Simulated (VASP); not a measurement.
Write the native input for VASP 6.6.1 that does the following.

```yaml
Task: single point
Functional: PBE
Potentials_or_basis: VASP PAW PBE potentials, release 64 (Zn, O)
Cutoff: 520 eV
k_mesh: 4 × 4 × 4
Occupations: gaussian, width 0.1 eV
Spin: collinear spin, ferromagnetic start
Starting_moments: "[0.0, 0.0, 0.0, 1.0, 1.0, 1.0] μB"
Dipole_correction: no
Further_INCAR_settings: ALGO = Normal; EDIFF = 1e-06; NBANDS = 40
```

The structure of ZnO lies in POSCAR:

```
ZnO
1.0
    4.3008640000      0.0000000000      0.0000000000
    0.0000000000      4.3008640000      0.0000000000
    0.0000000000      0.0000000000      4.3008640000
Zn O
3 3
Direct
    0.5000000000      0.0000000000      0.0000000000
    0.0000000000      0.5000000000      0.0000000000
    0.0000000000      0.0000000000      0.5000000000
    0.0000000000      0.5000000000      0.5000000000
    0.5000000000      0.0000000000      0.5000000000
    0.5000000000      0.5000000000      0.0000000000
```

One way to write it, as run:

INCAR

```
PREC = Accurate ; ENCUT = 520
EDIFF = 1E-6 ; ISMEAR = 0
SIGMA = 0.1 ; LREAL = False
LASPH = True ; NELM = 150
ALGO = Normal ; ISIF = 2
LWAVE = False ; LCHARG = False
ISPIN = 2 ; MAGMOM = 0 0 0 1 1 1
LORBIT = 11 ; GGA = PE
NBANDS = 40
```

KPOINTS

```
regular mesh
0
Gamma
  4 4 4
```

Potentials or basis: VASP PAW PBE potentials, release 64 (Zn, O).

Launch:

```sh
$ cat potpaw_PBE.64/Zn/POTCAR potpaw_PBE.64/O/POTCAR > POTCAR
$ mpirun -np 1 vasp_std > vasp.out
```

Results of the run:

- Pressure: -12.1 GPa
- Band gap on the k mesh: zero (filled and empty bands overlap)
- Net moment: 0.00 μB per cell
- Valence electrons inside the program's atomic spheres: Zn 10.58; O 4.87

Caveat: the k points lie up to 0.37 Å⁻¹ apart.

Run time: 83 s on 1 thread of Intel(R) Xeon(R) Platinum 8259CL CPU @ 2.50GHz (Skylake/Cascade Lake), on a shared host, peak memory 0.22 GiB.
